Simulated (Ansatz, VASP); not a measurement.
TaRu2: VASP beside Ansatz

Contents of INCAR:

```
SYSTEM = TaRu2
PREC = Accurate
ENCUT = 600
EDIFF = 1E-6
ISMEAR = 0
SIGMA = 0.1
LREAL = .False.
LASPH = .True.
NELM = 100
ALGO = Normal
ISIF = 3
LWAVE = .False.
LCHARG = .False.
GGA = PE
IBRION = 2
NSW = 90
EDIFFG = -0.04
```

KPOINTS

```
Automatic mesh
0
Gamma
  6 6 4
  0 0 0
```

POSCAR

```
TaRu2
1.0
    3.5792631000      0.0000000000      0.0000000000
   -1.7896315500      3.0997327700      0.0000000000
    0.0000000000      0.0000000000      4.1734670200
Ta Ru
1 2
Direct
    0.0000000000      0.0000000000      0.0000000000
    0.3333333300      0.6666666700      0.0000000000
    0.6666666700      0.3333333300      0.0000000000
```

Input for Ansatz:

```yaml
crystal:
  lattice:
    - [3.5792631, 0.0, 0.0]
    - [-1.78963155, 3.09973277, 0.0]
    - [0.0, 0.0, 4.17346702]
  atoms:
    - { symbol: Ta, position: [0.0, 0.0, 0.0] }
    - { symbol: Ru, position: [0.33333333, 0.66666667, 0.0] }
    - { symbol: Ru, position: [0.66666667, 0.33333333, 0.0] }
basis:
  ecutwfc: 420
kpoints:
  mp_grid: { grid: [6, 6, 4] }
hamiltonian:
  xc: pbe
scf:
  occupations: { method: gaussian, width: 0.1 }
  lower_state_search: "off"
output:
  forces: true
  stress: true
  eigenvalues: true
relax:
  adjacent_minimum: "off"
  f_tol: 0.04
  max_steps: 70
  cell: { stress_tol: 0.4 }
```

Alike in both runs: task relaxation of cell and atoms; functional PBE; k mesh 6 × 6 × 4; occupations gaussian, width 0.1 eV; no spin polarisation.

```csv
,VASP,Ansatz
version,VASP 6.6.1,Ansatz 0.2.0
potentials or method,"VASP PAW PBE potentials, release 64 (Ta_pv, Ru_pv), cutoff 600 eV","scalar-relativistic, plane waves, PAW"
valence electrons in the cell,39,45
```

|  | VASP | Ansatz | Ansatz less VASP |
| --- | --- | --- | --- |
| gap on the k mesh at the Fermi level, each at its own relaxed structure (eV) | none | none | - |
| relaxed volume (Å³/atom) | 16.67 | 16.68 | +0.016 |
| relaxed cell length with the largest relative difference (Å) | 2.719 | 2.717 | -0.0028 |

A gap of «none» marks a metal or a gap that the smearing closes. VASP's potentials hold 39 valence electrons a cell and Ansatz's 45, so a difference there can come from the potentials and not from the codes.

The k mesh is coarse, so the values compare programs but aren't converged. Neither program's run includes spin-orbit coupling.
